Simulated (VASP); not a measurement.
Input of a VASP 6.6.1 run:

INCAR

```
ALGO = Normal
EDIFF = 1E-7
ENCUT = 520
GGA = PE
ISIF = 2
ISMEAR = 0
LASPH = True
LCHARG = True
LELF = True
LREAL = False
LVHAR = True
LWAVE = False
NBANDS = 28
NELM = 80
PREC = Accurate
SIGMA = 0.05
```

The input KPOINTS:

```
k-points
0
Gamma
  8 8 6
```

POSCAR

```
BiN
1.0
    4.0117820840      0.0000000000      0.0000000000
    0.0000000000      4.0523051354      0.0000000000
    0.0000000000      0.0000000000      5.3118893794
Bi N
2 2
Direct
    0.5000000000      0.0000000000      0.2086526736
    0.0000000000      0.5000000000      0.7913473264
    0.0000000000      0.0000000000      0.0000000000
    0.5000000000      0.5000000000      0.0000000000
```

Potentials or basis: VASP PAW PBE potentials, release 64 (Bi_d, N).

The run is started by

```sh
$ cat potpaw_PBE.64/Bi_d/POTCAR potpaw_PBE.64/N/POTCAR > POTCAR
$ mpirun -np 1 vasp_std > vasp.out
```

(1) What does it give for the pressure?

(2) What does it give for the largest force?

Answers

(1) 1.1 GPa.

(2) 0.155 eV/Å.

Caveat: this functional lacks dispersion, which binds the layers, so the pressure and a relaxed spacing across them are unreliable.
